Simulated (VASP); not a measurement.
A run of VASP 6.6.1 is set up as follows.

Contents of POSCAR:

```
C
1.0
    0.0000000000      1.7833700000      1.7833700000
    1.7833700000      0.0000000000      1.7833700000
    1.7833700000      1.7833700000      0.0000000000
C
2
Direct
    0.2500000000      0.2500000000      0.2500000000
    1.0000000000      1.0000000000      1.0000000000
```

Contents of INCAR.step1:

```
PREC = Accurate
ENCUT = 660
ISMEAR = -1
SIGMA = 0.1
LREAL = False
LASPH = True
NELM = 120
NBANDS = 11
GGA = PE
ALGO = Normal
EDIFF = 1E-5
LWAVE = True
LCHARG = False
GGA_COMPAT = False
```

Contents of INCAR.step2:

```
PREC = Accurate
ENCUT = 660
EDIFF = 1E-6
ISMEAR = -1
SIGMA = 0.1
LREAL = False
LASPH = True
NELM = 120
ALGO = Normal
ISIF = 2
LWAVE = False
LCHARG = False
METAGGA = R2SCAN
LMIXTAU = True
LUSE_VDW = True
IVDW_NL = 2
BPARAM = 11.95
CPARAM = 0.0093
NBANDS = 11
ISTART = 1
GGA_COMPAT = False
```

Contents of KPOINTS:

```
Automatic mesh
0
Gamma
  13 13 13
```

Potentials or basis: VASP PAW PBE potentials, release 64 (C).

The run is started by

```console
$ cat potpaw_PBE.64/C/POTCAR > POTCAR
$ cp INCAR.step1 INCAR
$ mpirun -np 1 vasp_std > vasp.out
$ cp INCAR.step2 INCAR
$ mpirun -np 1 vasp_std > vasp.out
```

**Question.** Estimate the band gap on the k mesh.

**Answer.** 4.31 eV (least direct gap 5.83 eV).

**Question.** Predict the pressure.

**Answer.** -3.2 GPa.

Caveat: the cell stands under tension; the PAW data sets were made with another functional, which shifts forces and pressure a little; an odd mesh through Γ misses points on the zone boundary, where band edges can lie. r2SCAN opens gaps a little over a GGA but as a rule still falls short of measured ones.
